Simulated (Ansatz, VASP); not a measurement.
**Two plane-wave programs on ScAl3**

The input INCAR:

```
SYSTEM = ScAl3
  PREC = Accurate
  ENCUT = 520
  EDIFF = 1E-8
  ISMEAR = -1
  SIGMA = 0.15
  LREAL = .False.
  LASPH = .True.
  NELM = 100
  ALGO = Fast
  ISIF = 2
  LWAVE = .False.
  LCHARG = .False.
  GGA = PS
  LEFG = .True.
  NBANDS = 18
```

Contents of KPOINTS:

```
regular mesh
0
Gamma
  14 14 14
  0 0 0
```

POSCAR

```
ScAl3
1.0
   -1.9964968172      1.9964968172      4.3700212959
    1.9964968172     -1.9964968172      4.3700212959
    1.9964968172      1.9964968172     -4.3700212959
Sc Al
1 3
Direct
    0.0000000000      0.0000000000      0.0000000000
    0.7500000000      0.2500000000      0.5000000000
    0.2500000000      0.7500000000      0.5000000000
    0.5000000000      0.5000000000      0.0000000000
```

Input for Ansatz:

```yaml
crystal:
  lattice:
    - [-1.9964968172, 1.9964968172, 4.3700212959]
    - [1.9964968172, -1.9964968172, 4.3700212959]
    - [1.9964968172, 1.9964968172, -4.3700212959]
  atoms:
    - { symbol: Sc, position: [0.0, 0.0, 0.0] }
    - { symbol: Al, position: [0.75, 0.25, 0.5] }
    - { symbol: Al, position: [0.25, 0.75, 0.5] }
    - { symbol: Al, position: [0.5, 0.5, 0.0] }
basis:
  ecutwfc: 420
kpoints:
  mp_grid: { grid: [14, 14, 14] }
hamiltonian:
  xc: pbesol
scf:
  occupations: { method: fermi_dirac, width: 0.15 }
output:
  forces: true
  stress: true
  eigenvalues: true
  efg: {}
checkpoint:
  read: start.run
  write: ck
  compress: false
  write_wavefunctions: false
  write_every: 100000
```

Alike in both runs: task electric field gradients; functional PBEsol; k mesh 14 × 14 × 14; occupations fermi-dirac, width 0.15 eV; no spin polarisation.

```csv
,VASP,Ansatz
version,VASP 6.6.1,Ansatz 0.2.0
potentials or method,"VASP PAW PBE potentials, release 64 (Sc_sv, Al), cutoff 520 eV","scalar-relativistic, plane waves, PAW"
valence electrons in the cell,20,20
```

|  | VASP | Ansatz | Ansatz less VASP |
| --- | --- | --- | --- |
| gap on the k mesh at the Fermi level (eV) | none | none | - |
| pressure (GPa) | 0.1 | 0.0 | -0.12 |
| size of Vzz on the site where it differs most (V/Å²) | 28.4 | 27.3 | -1.05 |

VASP's potentials were made for PBE, not for PBEsol. A gap of «none» marks a metal or a gap that the smearing closes. The functional is the same, so the differences come from potentials, cutoffs and numerics.
